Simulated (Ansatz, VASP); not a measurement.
# One calculation of CdTe, two programs

```
Cd Te
1.0
     0.00000    3.24716    3.32168
     3.24716    0.00000    3.32168
     3.24716    3.24716    0.00000
Cd Te
1 1
Cartesian
  0.0000 0.0000 0.0000
  1.6236 1.6236 1.6608
```

Change from the starting cell: epitaxial_xy strain -1.0%.

Alike in both runs: task single point; functional PBE; k mesh 6 × 6 × 6; occupations fermi-dirac, width 0.02 eV; no spin polarisation.

|  | VASP | Ansatz |
| --- | --- | --- |
| version | VASP 6.6.1 | Ansatz 0.2.0 |
| potentials or method | VASP PAW PBE potentials, release 64 (Cd, Te) | plane waves, PAW |
| plane-wave cutoff (eV) | 520 | 420 |
| valence electrons in the cell | 18 | 36 |

Ansatz gave:

| Quantity | Value |
| --- | --- |
| pressure (GPa) | 1.3 |
| traceless stress, the component that is largest in VASP (GPa) | -0.25 |

**Question.** What did VASP give for the same quantities?

**Answer.** Pressure (GPa): 1.4; traceless stress, the component that is largest in VASP (GPa): -0.25.

The functional is the same, so the differences come from potentials, cutoffs and numerics. VASP's potentials hold 18 valence electrons a cell and Ansatz's 36, so a difference there can come from the potentials and not from the codes.

Spin-orbit coupling is off throughout.
